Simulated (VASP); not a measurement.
A run of VASP 6.6.1:

Contents of POSCAR:

```
Ga4BiAs3
1.0
    5.9555477450      0.0000000000      0.0000000000
    0.0000000000      5.9555477450      0.0000000000
    0.0000000000      0.0000000000      5.9555477450
Ga Bi As
4 1 3
Direct
    0.2610431513      0.2610431513      0.2610431513
    0.2610431513      0.7389568487      0.7389568487
    0.7389568487      0.2610431513      0.7389568487
    0.7389568487      0.7389568487      0.2610431513
    0.0000000000      0.0000000000      0.0000000000
    0.5000000000      0.5000000000      0.0000000000
    0.5000000000      0.0000000000      0.5000000000
    0.0000000000      0.5000000000      0.5000000000
```

File INCAR.step1:

```
SYSTEM = Ga4BiAs3
  ALGO = Normal
  EDIFF = 1E-4
  ENCUT = 520
  GGA = PE
  ISMEAR = 0
  LASPH = .True.
  LCHARG = .False.
  LREAL = .False.
  LWAVE = .True.
  NBANDS = 51
  NELM = 60
  PREC = Accurate
  SIGMA = 0.1
```

The input INCAR.step2:

```
SYSTEM = Ga4BiAs3
  ALGO = Normal
  EDIFF = 1E-6
  ENCUT = 520
  ISIF = 2
  ISMEAR = 0
  ISTART = 1
  LASPH = .True.
  LCHARG = .False.
  LMIXTAU = .True.
  LREAL = .False.
  LWAVE = .False.
  METAGGA = R2SCAN
  NBANDS = 51
  NELM = 60
  PREC = Accurate
  SIGMA = 0.1
```

File KPOINTS:

```
k-points
0
Gamma
  6 6 6
  0 0 0
```

Potentials or basis: VASP PAW PBE potentials, release 64 (Ga_d, Bi_d, As).

Run with:

```sh
$ cat potpaw_PBE.64/Ga_d/POTCAR potpaw_PBE.64/Bi_d/POTCAR potpaw_PBE.64/As/POTCAR > POTCAR
$ cp INCAR.step1 INCAR
$ mpirun -np 1 vasp_std > vasp.out
$ cp INCAR.step2 INCAR
$ mpirun -np 1 vasp_std > vasp.out
```

Hardware: 1 thread of Oxide Virtual Turin-like Processor, on a shared host.

Q: How long does it take, and how much memory?

A: It took 18 min on 1 thread of Oxide Virtual Turin-like Processor, with other jobs on the host, peak memory 0.45 GiB. Counts: k points 20.
